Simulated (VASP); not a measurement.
Input of a VASP 6.6.1 run:

INCAR

```
PREC = Accurate ; ENCUT = 600
EDIFF = 1E-6 ; ISMEAR = -1
SIGMA = 0.02 ; LREAL = False
LASPH = True ; NELM = 120
ALGO = Normal ; ISIF = 2
LWAVE = False ; LCHARG = False
GGA = PE ; NBANDS = 66
GGA_COMPAT = False
```

File KPOINTS:

```
regular mesh
0
Gamma
  12 12 2
```

Contents of POSCAR:

```
MgO
1.0
    2.9646982779      0.0000000000      0.0000000000
   -1.4823491390      2.5675040232      0.0000000000
    0.0000000000      0.0000000000     29.4586222686
Mg O
12 12
Direct
    0.3333333333      0.6666666667      0.8350591099
    0.6666666667      0.3333333333      0.1649408901
    0.6666666667      0.3333333333      0.3350591099
    0.3333333333      0.6666666667      0.6649408901
    0.3333333333      0.6666666667      0.4175250889
    0.6666666667      0.3333333333      0.5824749111
    0.6666666667      0.3333333333      0.9175250889
    0.3333333333      0.6666666667      0.0824749111
    0.0000000000      0.0000000000      0.2500000000
    0.0000000000      0.0000000000      0.7500000000
    0.0000000000      0.0000000000      0.0000000000
    0.0000000000      0.0000000000      0.5000000000
    0.3333333333      0.6666666667      0.9587628228
    0.6666666667      0.3333333333      0.0412371772
    0.6666666667      0.3333333333      0.4587628228
    0.3333333333      0.6666666667      0.5412371772
    0.3333333333      0.6666666667      0.2060605974
    0.6666666667      0.3333333333      0.7939394026
    0.6666666667      0.3333333333      0.7060605974
    0.3333333333      0.6666666667      0.2939394026
    0.0000000000      0.0000000000      0.1237079790
    0.0000000000      0.0000000000      0.8762920210
    0.0000000000      0.0000000000      0.6237079790
    0.0000000000      0.0000000000      0.3762920210
```

Potentials or basis: VASP PAW PBE potentials, release 64 (Mg, O).

Launch:

```sh
$ cat potpaw_PBE.64/Mg/POTCAR potpaw_PBE.64/O/POTCAR > POTCAR
$ mpirun -np 1 vasp_std > vasp.out
```

**Question.** Predict the band gap on the k mesh.

**Answer.** 4.33 eV.

**Question.** What does it give for the largest force?

**Answer.** 0.010 eV/Å.

**Question.** What does it give for the pressure?

**Answer.** 4.6 GPa.

Forces in eV/Å, atoms in the order of the input:
```
Mg   0.000  0.000 -0.005
Mg   0.000  0.000  0.005
Mg   0.000  0.000 -0.005
Mg   0.000  0.000  0.005
Mg   0.000  0.000 -0.001
Mg   0.000  0.000  0.001
Mg   0.000  0.000 -0.001
Mg   0.000  0.000  0.001
Mg   0.000  0.000  0.000
Mg   0.000  0.000  0.000
Mg   0.000  0.000  0.000
Mg   0.000  0.000  0.000
O    0.000  0.000  0.001
O    0.000  0.000 -0.001
O    0.000  0.000  0.001
O    0.000  0.000 -0.001
O    0.000  0.000  0.010
O    0.000  0.000 -0.010
O    0.000  0.000  0.010
O    0.000  0.000 -0.010
O    0.000  0.000  0.000
O    0.000  0.000  0.000
O    0.000  0.000  0.000
O    0.000  0.000  0.000
```

Caveat: the cell stands under pressure. A k mesh can miss the band edges.
